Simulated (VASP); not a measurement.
# C (R-3m) in VASP: a series of runs

C is run at these levels: PBEsol; tasks: single point.

All numbers are computed with VASP 6.6.1; they aren't measurements. Logs are shortened: lines on timing, memory, paths and dates and some standing lists are left out, and cuts for length are marked.

## 1. The cell of the first run

The structure is trigonal, space group R-3m (No. 166). Conventional cell: a = 2.532 Å, b = 2.532 Å, c = 28.473 Å, α = 90.00°, β = 90.00°, γ = 120.00°. C (site symmetry 3m) has 4 C at 1.41 to 1.54 Å within 1.9 Å. Within 1.9 Å of C (site symmetry 3m) lie 4 C at 1.41 to 1.54 Å. C (site symmetry 3m) has 4 C at 1.41 to 1.54 Å within 1.9 Å. C (site symmetry 3m) has 4 C at 1.44 to 1.54 Å within 1.9 Å. Within 1.9 Å of C (site symmetry 3m) lie 4 C at 1.44 to 1.54 Å.

## 2. Single point, PBEsol

The input, INCAR:

```
SYSTEM = C
ALGO = Normal
EDIFF = 1E-6
ENCUT = 520
GGA = PS
ISIF = 2
ISMEAR = 0
LASPH = .True.
LCHARG = .False.
LREAL = .False.
LWAVE = .False.
NBANDS = 31
NELM = 100
PREC = Accurate
SIGMA = 0.05
```

The input, KPOINTS:

```
k-points
0
Gamma
  12 12 12
  0 0 0
```

The input, POSCAR:

```
C
1.0
    1.2659500000      0.7308965733      9.4909333333
   -1.2659500000      0.7308965733      9.4909333333
    0.0000000000     -1.4617931466      9.4909333333
C
10
Direct
    0.0248220069      0.0248220069      0.0248220069
    0.9751779931      0.9751779931      0.9751779931
    0.1086877374      0.1086877374      0.1086877374
    0.8913122626      0.8913122626      0.8913122626
    0.1583652898      0.1583652898      0.1583652898
    0.8416347102      0.8416347102      0.8416347102
    0.3748635523      0.3748635523      0.3748635523
    0.6251364477      0.6251364477      0.6251364477
    0.4253181912      0.4253181912      0.4253181912
    0.5746818088      0.5746818088      0.5746818088
```

Potentials or basis: VASP PAW PBE potentials, release 64 (C).

Command:

```bash
> cat potpaw_PBE.64/C/POTCAR > POTCAR
> mpirun -np 1 vasp_std > vasp.out
```

OUTCAR:

```text
SYSTEM = C
   EDIFF = 1E-6
   ENCUT = 520
   GGA = PS
   ISIF = 2
   ISMEAR = 0
   LASPH = .True.
   LREAL = .False.
   NELM = 100
   PREC = Accurate

 ion  position               nearest neighbor table
   1  0.025  0.025  0.025-   2 1.41   7 1.54   7 1.54   7 1.54
   2  0.975  0.975  0.975-   1 1.41   8 1.54   8 1.54   8 1.54
   3  0.109  0.109  0.109-   5 1.41   9 1.54   9 1.54   9 1.54
   4  0.891  0.891  0.891-   6 1.41  10 1.54  10 1.54  10 1.54
   5  0.158  0.158  0.158-   3 1.41   6 1.54   6 1.54   6 1.54
   6  0.842  0.842  0.842-   4 1.41   5 1.54   5 1.54   5 1.54
   7  0.375  0.375  0.375-   9 1.44   1 1.54   1 1.54   1 1.54
   8  0.625  0.625  0.625-  10 1.44   2 1.54   2 1.54   2 1.54
   9  0.425  0.425  0.425-   7 1.44   3 1.54   3 1.54   3 1.54
  10  0.575  0.575  0.575-   8 1.44   4 1.54   4 1.54   4 1.54

  LATTYP: Found a trigonal (rhomboedric) cell.
 ALAT       =     9.6028461792
 COS(alpha) =     0.9652413294

  Lattice vectors:

 A1 = (   1.2659500000,   0.7308965733,   9.4909333333)
 A2 = (  -1.2659500000,   0.7308965733,   9.4909333333)
 A3 = (   0.0000000000,  -1.4617931466,   9.4909333333)

Analysis of symmetry for initial positions (statically):
=====================================================================
 Subroutine PRICEL returns:
 Original cell was already a primitive cell.

 Routine SETGRP: Setting up the symmetry group for a
 trigonal (rhombohedral) supercell.

 Subroutine GETGRP returns: Found 12 space group operations
 (whereof 12 operations were pure point group operations)
 out of a pool of 12 trial point group operations.

The static configuration has the point symmetry D_3d.

Analysis of symmetry for dynamics (positions and initial velocities):
=====================================================================
 Subroutine PRICEL returns:
 Original cell was already a primitive cell.

 Routine SETGRP: Setting up the symmetry group for a
 trigonal (rhombohedral) supercell.

 Subroutine GETGRP returns: Found 12 space group operations
 (whereof 12 operations were pure point group operations)
 out of a pool of 12 trial point group operations.

The dynamic configuration has the point symmetry D_3d.

 Subroutine INISYM returns: Found 12 space group operations
 (whereof 12 operations are pure point group operations),
 and found     1 'primitive' translations

[... 117 lines left out ...]
   ISYM   =      2    0-nonsym 1-usesym 2-fastsym
   POTIM  = 0.5000    time-step for ionic-motion
   TEBEG  =    0.0;   TEEND  =   0.0 temperature during run
   PSTRESS=    0.0 pullay stress
   NELECT =      40.0000    total number of electrons
   NUPDOWN=      -1.0000    fix difference up-down
   EMIN   =  10.00;   EMAX   =-10.00  energy-range for DOS
   EFERMI =   0.00;   METHOD = LEGACY
   ISMEAR =     0;   SIGMA  =   0.05  broadening in eV -4-tet -1-fermi 0-gaus
   EFERMI_NEDOS =   21; number of points for ismear=-14 and -15
   IALGO  =     38    algorithm
   IMIX   =      4    mixing-type and parameters
     AMIX     =   0.40;   BMIX     =  1.00
     AMIX_MAG =   1.60;   BMIX_MAG =  1.00
  volume/ion in A,a.u.               =       5.27        35.56
  Fermi-wavevector in a.u.,A,eV,Ry     =   1.493427  2.822167 30.345395  2.230324
  Thomas-Fermi vector in A             =   2.605829
   LORBIT       =      0    0 simple, 1 ext, 2 COOP (PROOUT), +10 PAW based schemes
   GGA     = PS    functional components
   LHFCALC =     F    Hartree Fock is set to
   AEXX    =    0.0000 exact exchange contribution
   IVDW    =     0    specifies the selected vdW correction
   LEPSILON=     F    determine dielectric tensor
   LRPA    =     F    only Hartree local field effects (RPA)
 non-spin polarized calculation
 Gauss-broadening in eV      SIGMA  =   0.05
  energy-cutoff  :      520.00
  volume of cell :       52.69
 maximum number of plane-waves:      1440
   NGX = 35   NGY = 35   NGZ = 35

 number of electron      39.9999999 magnetization

 Free energy of the ion-electron system (eV)
  ---------------------------------------------------
  ext. energy  EPLUGINS =         0.00000000
  ---------------------------------------------------
  free energy    TOTEN  =       -94.37788018 eV

  energy without entropy =      -94.37788018  energy(sigma->0) =      -94.37788018

 E-fermi :  11.3292     XC(G=0): -13.7890

 val. band max:       11.0291065098   @ k =   0.0000   0.0000   0.0000
 cond. band min:      14.2477776196   @ k =   0.5000   0.5000  -0.0000
 fundamental gap:      3.2186711099
 Fermi energy:        11.3292401874

 k-point     1 :       0.0000    0.0000    0.0000
  band No.  band energies     occupation
      1     -11.7788      2.00000
      2     -10.4984      2.00000
      3     -10.4538      2.00000
      4      -6.6532      2.00000
      5      -6.6352      2.00000
      6      -0.5770      2.00000
[... 805 lines left out ...]
     30      22.3543      0.00000
     31      22.5665      0.00000

 [... further k-points ...]

------------------------ aborting loop because EDIFF is reached ----------------------------------------

  FORCE on cell =-STRESS in cart. coord.  units (eV):
  Direction    XX          YY          ZZ          XY          YZ          ZX
  --------------------------------------------------------------------------------------
  -------------------------------------------------------------------------------------
  Total       -2.6874694     -2.6874694     44.7877606      0.0000000      0.0000000      0.0000000
  in kB      -81.7187024    -81.7187024   1361.8750963      0.0000000      0.0000000      0.0000000
  external PRESSURE =     399.4792305 kB  Pullay stress =       0.0000000 kB

 VOLUME and BASIS-vectors are now :
 -----------------------------------------------------------------------------
  energy-cutoff  :      520.00
  volume of cell :       52.69
      direct lattice vectors                 reciprocal lattice vectors
     1.265950000  0.730896573  9.490933333     0.394960306  0.228030439  0.035121239
    -1.265950000  0.730896573  9.490933333    -0.394960306  0.228030439  0.035121239
     0.000000000 -1.461793147  9.490933333     0.000000000 -0.456060879  0.035121239

 POSITION                                       TOTAL-FORCE (eV/Angst)
 -----------------------------------------------------------------------------------
      0.00000      0.00000      0.70675         0.000000      0.000000      1.134523
      0.00000      0.00000     27.76605         0.000000      0.000000     -1.134523
      0.00000      0.00000      3.09464         0.000000      0.000000     -1.112173
      0.00000      0.00000     25.37816         0.000000     -0.000000      1.112173
      0.00000      0.00000      4.50910         0.000000     -0.000000      1.491230
      0.00000      0.00000     23.96370         0.000000      0.000000     -1.491230
      0.00000      0.00000     10.67341         0.000000      0.000000     -1.350476
      0.00000      0.00000     17.79939         0.000000     -0.000000      1.350476
      0.00000      0.00000     12.11000         0.000000     -0.000000      1.354414
      0.00000      0.00000     16.36280         0.000000      0.000000     -1.354414
 -----------------------------------------------------------------------------------
    total drift:                                0.000000      0.000000     -0.000000

  FREE ENERGIE OF THE ION-ELECTRON SYSTEM (eV)
  ---------------------------------------------------
  free  energy   TOTEN  =       -94.3778801773 eV

  energy  without entropy=      -94.3778801773  energy(sigma->0) =      -94.37788018
```

Wall time 31 min (1 thread of AMD EPYC 9R45 (Zen 5), shared host); peak memory 0.78 GiB.

What came out:

* Free energy: -94.3779 eV
* Pressure: 39.9 GPa
* Largest force: 1.491 eV/Å
* Band gap on the k mesh: 3.22 eV (least direct gap 4.28 eV)

Forces in eV/Å, atoms in the order of the input:
```
C    0.000  0.000  1.135
C    0.000  0.000 -1.135
C    0.000  0.000 -1.112
C    0.000  0.000  1.112
C    0.000  0.000  1.491
C    0.000  0.000 -1.491
C    0.000  0.000 -1.350
C    0.000  0.000  1.350
C    0.000  0.000  1.354
C    0.000  0.000 -1.354
```

Caveat: the cell stands under pressure; the PAW data sets were made with another functional, which shifts forces and pressure a little. A k mesh can miss the band edges.

## 3. Single point, PBEsol

This run uses another cell than the first one, of 5.28 Å³/atom.

The input, INCAR:

```
PREC = Accurate
ENCUT = 520
EDIFF = 1E-6
ISMEAR = 0
SIGMA = 0.05
LREAL = False
LASPH = True
NELM = 60
ALGO = Normal
ISIF = 2
LWAVE = False
LCHARG = False
GGA = PS
NBANDS = 31
```

The input, KPOINTS:

```
regular mesh
0
Gamma
  12 12 12
```

Changes to POSCAR since step 2:

```diff
@@ -2,5 +2,5 @@
 1.0
-    1.2659500000      0.7308965733      9.4909333333
-   -1.2659500000      0.7308965733      9.4909333333
-    0.0000000000     -1.4617931466      9.4909333333
+    1.2158000000      0.7019424573     10.3162177860
+   -1.2158000000      0.7019424573     10.3162177860
+    0.0000000000     -1.4038849146     10.3162177860
 C
```

Potentials or basis: VASP PAW PBE potentials, release 64 (C).

Command:

```bash
> cat potpaw_PBE.64/C/POTCAR > POTCAR
> mpirun -np 1 vasp_std > vasp.out
```

Wall time 41 min (1 thread of AMD EPYC 9R45 (Zen 5), shared host); peak memory 0.92 GiB.

Results (log left out):

```
Free energy            : -95.7059 eV
Pressure               : 32.7 GPa
Largest force          : 0.249 eV/Å
Band gap on the k mesh : 4.67 eV (least direct gap 4.83 eV)
```

Forces in eV/Å, atoms in the order of the input:
```
C    0.000  0.000 -0.176
C    0.000  0.000  0.176
C    0.000  0.000  0.173
C    0.000  0.000 -0.173
C    0.000  0.000 -0.227
C    0.000  0.000  0.227
C    0.000  0.000  0.247
C    0.000  0.000 -0.247
C    0.000  0.000 -0.249
C    0.000  0.000  0.249
```

Stress tensor (GPa, compression positive):
```
46.75  0.00  0.00
 0.00 46.75  0.00
 0.00  0.00  4.48
```

Levels at points of the mesh, in eV from the valence-band top:
```tsv
k point	band 16	band 17	band 18	band 19	band 20	band 21	band 22	band 23	band 24	band 25
(0.00, 0.00, 0.00)	-1.23	-1.23	-0.27	0.00	0.00	4.83	5.81	5.81	7.19	7.19
(0.50, 0.00, 0.00)	-5.23	-4.76	-4.71	-3.91	-3.28	5.25	5.25	5.88	5.96	6.84
(0.50, 0.50, 0.00)	-5.68	-4.59	-4.45	-3.74	-3.73	5.06	5.06	5.86	5.93	6.72
(0.50, 0.50, 0.50)	-2.07	-0.44	-0.44	-0.39	-0.39	6.26	6.27	6.27	6.29	6.37
```

Caveat: the cell stands under pressure; the PAW data sets were made with another functional, which shifts forces and pressure a little.

## 4. Single point, PBEsol

This run uses another cell than the first one, of 5.31 Å³/atom.

The input, INCAR:

```
ALGO = Normal
EDIFF = 1E-6
ENCUT = 520
GGA = PS
ISIF = 2
ISMEAR = 0
LASPH = T
LCHARG = T
LELF = T
LREAL = F
LVHAR = T
LWAVE = F
NBANDS = 31
NELM = 100
PREC = Accurate
SIGMA = 0.05
```

The input, KPOINTS:

```
k-points
0
Gamma
  12 12 12
```

Changes to POSCAR since step 3:

```diff
@@ -2,5 +2,5 @@
 1.0
-    1.2158000000      0.7019424573     10.3162177860
-   -1.2158000000      0.7019424573     10.3162177860
-    0.0000000000     -1.4038849146     10.3162177860
+    1.2533969503      0.7236490667      9.7660333333
+   -1.2533969503      0.7236490667      9.7660333333
+    0.0000000000     -1.4472981334      9.7660333333
 C
```

Potentials or basis: VASP PAW PBE potentials, release 64 (C).

Command:

```bash
> cat potpaw_PBE.64/C/POTCAR > POTCAR
> mpirun -np 1 vasp_std > vasp.out
```

OUTCAR:

```text
EDIFF = 1E-6
   ENCUT = 520
   GGA = PS
   ISIF = 2
   ISMEAR = 0
   LASPH = T
   LREAL = F
   NELM = 100
   PREC = Accurate

 ion  position               nearest neighbor table
   1  0.025  0.025  0.025-   2 1.45   7 1.53   7 1.53   7 1.53
   2  0.975  0.975  0.975-   1 1.45   8 1.53   8 1.53   8 1.53
   3  0.109  0.109  0.109-   5 1.46   9 1.53   9 1.53   9 1.53
   4  0.891  0.891  0.891-   6 1.46  10 1.53  10 1.53  10 1.53
   5  0.158  0.158  0.158-   3 1.46   6 1.53   6 1.53   6 1.53
   6  0.842  0.842  0.842-   4 1.46   5 1.53   5 1.53   5 1.53
   7  0.375  0.375  0.375-   9 1.48   1 1.53   1 1.53   1 1.53
   8  0.625  0.625  0.625-  10 1.48   2 1.53   2 1.53   2 1.53
   9  0.425  0.425  0.425-   7 1.48   3 1.53   3 1.53   3 1.53
  10  0.575  0.575  0.575-   8 1.48   4 1.53   4 1.53   4 1.53

  LATTYP: Found a trigonal (rhomboedric) cell.
 ALAT       =     9.8726936017
 COS(alpha) =     0.9677643861

  Lattice vectors:

 A1 = (   1.2533969503,   0.7236490667,   9.7660333333)
[... 203 lines left out ...]
      1     -11.7660      2.00000
      2     -10.5617      2.00000
      3     -10.5032      2.00000
      4      -6.9267      2.00000
      5      -6.9055      2.00000
      6      -0.9924      2.00000
[... 805 lines left out ...]
     30      21.9556      0.00000
     31      22.1518      0.00000

 [... further k-points ...]

------------------------ aborting loop because EDIFF is reached ----------------------------------------

  FORCE on cell =-STRESS in cart. coord.  units (eV):
  Direction    XX          YY          ZZ          XY          YZ          ZX
  --------------------------------------------------------------------------------------
  -------------------------------------------------------------------------------------
  Total        1.3396726      1.3396726     28.0572941      0.0000000      0.0000000      0.0000000
  in kB       40.3852876     40.3852876    845.8050505      0.0000000      0.0000000      0.0000000
  external PRESSURE =     308.8585419 kB  Pullay stress =       0.0000000 kB

 VOLUME and BASIS-vectors are now :
 -----------------------------------------------------------------------------
  energy-cutoff  :      520.00
  volume of cell :       53.15
      direct lattice vectors                 reciprocal lattice vectors
     1.253396950  0.723649067  9.766033333     0.398915922  0.230314215  0.034131906
    -1.253396950  0.723649067  9.766033333    -0.398915922  0.230314215  0.034131906
     0.000000000 -1.447298133  9.766033333     0.000000000 -0.460628430  0.034131906

 POSITION                                       TOTAL-FORCE (eV/Angst)
 -----------------------------------------------------------------------------------
      0.00000      0.00000      0.72724         0.000000      0.000000      0.496009
      0.00000      0.00000     28.57086         0.000000      0.000000     -0.496009
      0.00000      0.00000      3.18434         0.000000      0.000000     -0.482824
      0.00000      0.00000     26.11376         0.000000      0.000000      0.482824
      0.00000      0.00000      4.63980         0.000000      0.000000      0.676806
      0.00000      0.00000     24.65830         0.000000      0.000000     -0.676806
      0.00000      0.00000     10.98279         0.000000     -0.000000     -0.579152
      0.00000      0.00000     18.31531         0.000000      0.000000      0.579152
      0.00000      0.00000     12.46101         0.000000      0.000000      0.583445
      0.00000      0.00000     16.83709         0.000000     -0.000000     -0.583445
 -----------------------------------------------------------------------------------
    total drift:                                0.000000      0.000000     -0.000000

  FREE ENERGIE OF THE ION-ELECTRON SYSTEM (eV)
  ---------------------------------------------------
  free  energy   TOTEN  =       -95.4280375896 eV

  energy  without entropy=      -95.4280375896  energy(sigma->0) =      -95.42803759
```

stdout:

```text
POSCAR found type information on POSCAR C
 POSCAR found :  1 types and      10 ions
 scaLAPACK will be used
 -----------------------------------------------------------------------------
|                                                                             |
|                                                                             |
|     You enforced a specific xc type in the INCAR file but a different       |
|     I HOPE YOU KNOW WHAT YOU ARE DOING!                                     |
|                                                                             |
 -----------------------------------------------------------------------------

 LDA part: xc-table for (Slater+PW92), standard interpolation
 POSCAR, INCAR and KPOINTS ok, starting setup
 FFT: planning ... GRIDC
 FFT: planning ... GRID_SOFT
 FFT: planning ... GRID
 WAVECAR not read
 entering main loop
```

It took 45 min on 1 thread of AMD EPYC 9R45 (Zen 5), shared host; peak memory 0.92 GiB.

What came out:

```
Free energy            : -95.4280 eV
Pressure               : 30.9 GPa
Largest force          : 0.677 eV/Å
Band gap on the k mesh : 3.81 eV (least direct gap 4.77 eV)
```

Forces in eV/Å, atoms in the order of the input:
```
C    0.000  0.000  0.496
C    0.000  0.000 -0.496
C    0.000  0.000 -0.483
C    0.000  0.000  0.483
C    0.000  0.000  0.677
C    0.000  0.000 -0.677
C    0.000  0.000 -0.579
C    0.000  0.000  0.579
C    0.000  0.000  0.583
C    0.000  0.000 -0.583
```

Caveat: the cell stands under pressure; the PAW data sets were made with another functional, which shifts forces and pressure a little. A k mesh can miss the band edges.

## 5. Single point, PBEsol

This run uses another cell than the first one, of 5.06 Å³/atom.

The input, INCAR:

```
SYSTEM = C
ALGO = Normal ; EDIFF = 1E-7
ENCUT = 520 ; GGA = PS
ISIF = 2 ; ISMEAR = 0
LASPH = .True. ; LCHARG = .True.
LELF = .True. ; LREAL = .False.
LVHAR = .True. ; LWAVE = .False.
NBANDS = 31 ; NELM = 100
PREC = Accurate ; SIGMA = 0.05
```

The input, KPOINTS:

```
k-points
0
Gamma
  12 12 12
  0 0 0
```

Changes to POSCAR since step 4:

```diff
@@ -2,5 +2,5 @@
 1.0
-    1.2533969503      0.7236490667      9.7660333333
-   -1.2533969503      0.7236490667      9.7660333333
-    0.0000000000     -1.4472981334      9.7660333333
+    1.2408500000      0.7164050815      9.4909333333
+   -1.2408500000      0.7164050815      9.4909333333
+    0.0000000000     -1.4328101630      9.4909333333
 C
```

Command:

```bash
> cat potpaw_PBE.64/C/POTCAR > POTCAR
> mpirun -np 1 vasp_std > vasp.out
```

It took 49 min on 1 thread of Intel Xeon Platinum 8259CL at 2.50GHz (Skylake/Cascade Lake), shared host; peak memory 0.78 GiB.

The run converged. Its results:

* Free energy: -94.2971 eV
* Pressure: 62.2 GPa
* Largest force: 1.295 eV/Å
* Band gap on the k mesh: 3.59 eV (least direct gap 4.62 eV)

Forces in eV/Å, atoms in the order of the input:
```
C    0.000  0.000  1.004
C    0.000  0.000 -1.004
C    0.000  0.000 -0.983
C    0.000  0.000  0.983
C    0.000  0.000  1.295
C    0.000  0.000 -1.295
C    0.000  0.000 -1.130
C    0.000  0.000  1.130
C    0.000  0.000  1.135
C    0.000  0.000 -1.135
```

Stress tensor (GPa, compression positive):
```
 21.21   0.00   0.00
  0.00  21.21   0.00
  0.00   0.00 144.22
```

Levels at points of the mesh, in eV from the valence-band top:
```tsv
k point	band 16	band 17	band 18	band 19	band 20	band 21	band 22	band 23	band 24	band 25
(0.00, 0.00, 0.00)	-1.93	-1.93	-0.39	0.00	0.00	4.62	4.62	6.52	6.52	7.19
(0.50, 0.00, 0.00)	-5.19	-5.13	-5.12	-3.85	-2.92	3.87	3.90	6.18	6.35	7.57
(0.50, 0.50, 0.00)	-5.96	-4.47	-4.45	-3.68	-3.65	3.59	4.75	4.85	6.75	8.09
(0.50, 0.50, 0.50)	-1.66	-0.76	-0.76	-0.69	-0.69	5.35	5.35	5.51	5.51	7.18
```

Caveat: the cell stands under pressure; the PAW data sets were made with another functional, which shifts forces and pressure a little. A k mesh can miss the band edges.

(Part 1 of 2 ends here.)
